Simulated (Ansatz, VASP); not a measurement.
# As in VASP and in Ansatz

INCAR

```
  ALGO = Normal
  EDIFF = 1E-6
  ENCUT = 500
  GGA = CA
  GGA_COMPAT = F
  ISIF = 2
  ISMEAR = 1
  LASPH = T
  LCHARG = F
  LREAL = F
  LWAVE = F
  NBANDS = 12
  NELM = 120
  PREC = Accurate
  SIGMA = 0.01
```

KPOINTS

```
k-points
0
Gamma
  10 10 10
```

POSCAR

```
As
1.0
    1.8799878575      1.0854114956      3.3276505507
   -1.8799878575      1.0854114956      3.3276505507
    0.0000000000     -2.1708229912      3.3276505507
As
2
Direct
    0.7695128170      0.7695128170      0.7695128170
    0.2304871830      0.2304871830      0.2304871830
```

Input for Ansatz:

```yaml
crystal:
  lattice:
    - [1.8799878575, 1.0854114956, 3.3276505507]
    - [-1.8799878575, 1.0854114956, 3.3276505507]
    - [0.0, -2.1708229912, 3.3276505507]
  atoms:
    - { symbol: As, position: [0.769512817, 0.769512817, 0.769512817] }
    - { symbol: As, position: [0.230487183, 0.230487183, 0.230487183] }
hamiltonian:
  xc: lda
  pseudopotentials:
    kind: paw
    azcp:
      As: "pseudopotentials/As.paw.azcp"
basis:
  ecutwfc: 420
  fft_grid_basis: typed
kpoints:
  mp_grid: { grid: [10, 10, 10], shift: [0, 0, 0] }
magnetization:
  spin_polarized: false
scf:
  occupations: { method: cold, width: 0.01 }
  lower_state_search: "off"
output:
  stress: true
```

Alike in both runs: task single point; functional LDA; k mesh 10 × 10 × 10; no spin polarisation.

|  | VASP | Ansatz |
| --- | --- | --- |
| version | VASP 6.6.1 | Ansatz 0.2.0 |
| potentials or method | VASP PAW LDA potentials, release 64 (As), cutoff 500 eV | plane waves (420 eV) with PAW, scalar-relativistic |
| occupations | methfessel-paxton of order 1, width 0.01 eV | cold, width 0.01 eV |
| valence electrons in the cell | 10 | 30 |

|  | VASP | Ansatz | Ansatz less VASP |
| --- | --- | --- | --- |
| pressure (GPa) | 0.5 | 0.0 | -0.46 |
| traceless stress, the component that is largest in VASP (GPa) | -0.17 | -0.05 | +0.121 |

Ansatz warns that its potentials were made for another functional, while VASP's fit it. LDA's correlation is that of Perdew and Zunger in VASP and of Perdew and Wang (1992) in Ansatz. VASP's potentials hold 10 valence electrons a cell and Ansatz's 30, so a difference there can come from the potentials and not from the codes.
